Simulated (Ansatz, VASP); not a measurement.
## Gd: VASP beside Ansatz

File INCAR:

```
  PREC = Accurate
  ENCUT = 520
  EDIFF = 1E-6
  ISMEAR = -1
  SIGMA = 0.05
  LREAL = False
  LASPH = True
  NELM = 150
  ALGO = Normal
  ISIF = 2
  LWAVE = False
  LCHARG = False
  ISPIN = 2
  MAGMOM = 7
  LORBIT = 11
  LMAXMIX = 6
  GGA = CA
  NBANDS = 19
```

Contents of KPOINTS:

```
Automatic mesh
0
Gamma
  10 10 10
```

The input POSCAR:

```
Gd
1.0
    0.0000000000      2.6530129755      2.6530129755
    2.6530129755      0.0000000000      2.6530129755
    2.6530129755      2.6530129755      0.0000000000
Gd
1
Direct
    0.0000000000      0.0000000000      0.0000000000
```

Input for Ansatz:

```yaml
crystal:
  lattice:
    - [0.0, 2.653012975475754, 2.653012975475754]
    - [2.653012975475754, 0.0, 2.653012975475754]
    - [2.653012975475754, 2.653012975475754, 0.0]
  atoms:
    - { symbol: Gd, position: [0.0, 0.0, 0.0], spin: 7.0 }
kpoints:
  mp_grid:
    grid: [10, 10, 10]
hamiltonian:
  xc: lda
  pseudopotentials:
    kind: all_electron
    lapw:
      basis_error: 0.001
magnetization:
  spin_polarized: true
scf:
  occupations:
    method: fermi_dirac
    width: 0.05
```

Alike in both runs: task single point; functional LDA; k mesh 10 × 10 × 10; occupations fermi-dirac, width 0.05 eV; collinear spin.

|  | VASP | Ansatz |
| --- | --- | --- |
| version | VASP 6.6.1 | Ansatz 0.2.0 |
| potentials or method | VASP PAW PBE potentials, release 64 (Gd), cutoff 520 eV | all-electron (LAPW or listed datasets) |

```tsv
	VASP	Ansatz	Ansatz less VASP
net moment per atom (μB)	7.32	7.45	+0.134
size of the moment on the site where the two differ most (μB)	6.84	7.33	+0.492
```

The net moments are unlike, so the other rows may belong to different states. VASP's potentials were made for PBE, not for LDA. LDA's correlation is that of Perdew and Zunger in VASP and of Perdew and Wang (1992) in Ansatz. Site moments also hang on the region over which each program counts them. Ansatz ran all-electron here, and VASP with PAW potentials.

Neither program's run includes spin-orbit coupling.
